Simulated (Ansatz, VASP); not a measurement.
## LiF in VASP and in Ansatz

The input INCAR:

```
  PREC = Accurate
  ENCUT = 520
  EDIFF = 1E-6
  ISMEAR = 0
  SIGMA = 0.05
  LREAL = F
  LASPH = T
  NELM = 100
  ALGO = Normal
  ISIF = 2
  LWAVE = F
  LCHARG = T
  GGA = CA
  LELF = T
  LVHAR = T
  NBANDS = 12
```

File KPOINTS:

```
regular mesh
0
Gamma
  10 10 10
```

The input POSCAR:

```
LiF
1.0
    0.0000000000      2.0140000000      1.9636500000
    2.0140000000      0.0000000000      1.9636500000
    2.0140000000      2.0140000000      0.0000000000
Li F
1 1
Direct
    0.0000000000      0.0000000000      0.0000000000
    0.5000000000      0.5000000000      0.5000000000
```

Input for Ansatz:

```yaml
crystal:
  lattice:
    - [0.0, 2.014, 1.96365]
    - [2.014, 0.0, 1.96365]
    - [2.014, 2.014, 0.0]
  atoms:
    - { symbol: Li, position: [0.0, 0.0, 0.0] }
    - { symbol: F, position: [0.5, 0.5, 0.5] }
basis:
  ecutwfc: 420
kpoints:
  mp_grid: { grid: [10, 10, 10] }
hamiltonian:
  xc: lda
scf:
  occupations: { method: gaussian, width: 0.05 }
output:
  forces: true
  stress: true
  eigenvalues: true
```

Change from the starting cell: strain +0.000 along x and y, -0.025 along z, atoms carried along.

Alike in both runs: task single point; functional LDA; k mesh 10 × 10 × 10; occupations gaussian, width 0.05 eV; no spin polarisation.

|  | VASP | Ansatz |
| --- | --- | --- |
| version | VASP 6.6.1 | Ansatz 0.2.0 |
| potentials or method | VASP PAW LDA potentials, release 64 (Li_sv, F), cutoff 520 eV | scalar-relativistic, plane waves, PAW |
| valence electrons in the cell | 10 | 10 |

Ansatz gave:

* gap on the k mesh at the Fermi level (eV): 9.05
* least direct gap on the mesh (eV): 9.05

Question: What did VASP give for the same quantities?

Answer: gap on the k mesh at the Fermi level (eV): 9.04; least direct gap on the mesh (eV): 9.04.

LDA's correlation is that of Perdew and Zunger in VASP and of Perdew and Wang (1992) in Ansatz.

Noted on VASP's run: the cutoff is short for stress, so the pressure is rough.
